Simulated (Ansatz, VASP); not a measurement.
Two plane-wave programs on CuPd

```
Cu Pd
1.0
     3.01479    0.00000    0.00000
     0.00000    3.01479    0.00000
     0.00000    0.00000    3.01479
Cu Pd
1 1
Direct
  0.00000 0.00000 0.00000
  0.50000 0.50000 0.50000
```

Alike in both runs: task relaxation of cell and atoms; functional LDA; k mesh 14 × 14 × 14; occupations gaussian, width 0.1 eV; no spin polarisation.

|  | VASP | Ansatz |
| --- | --- | --- |
| version | VASP 6.6.1 | Ansatz 0.2.0 |
| potentials or method | VASP PAW LDA potentials, release 64 (Cu, Pd), cutoff 600 eV | scalar-relativistic, plane waves, PAW |
| valence electrons in the cell | 21 | 37 |

```csv
,VASP,Ansatz,Ansatz less VASP
"gap on the k mesh at the Fermi level, each at its own relaxed structure (eV)",none,none,-
relaxed volume (Å³/atom),12.61,12.57,-0.040
relaxed cell length with the largest relative difference (Å),2.933,2.930,-0.0031
```

LDA's correlation is that of Perdew and Zunger in VASP and of Perdew and Wang (1992) in Ansatz. A gap of «none» marks a metal or a gap that the smearing closes. VASP's potentials hold 21 valence electrons a cell and Ansatz's 37, so a difference there can come from the potentials and not from the codes.
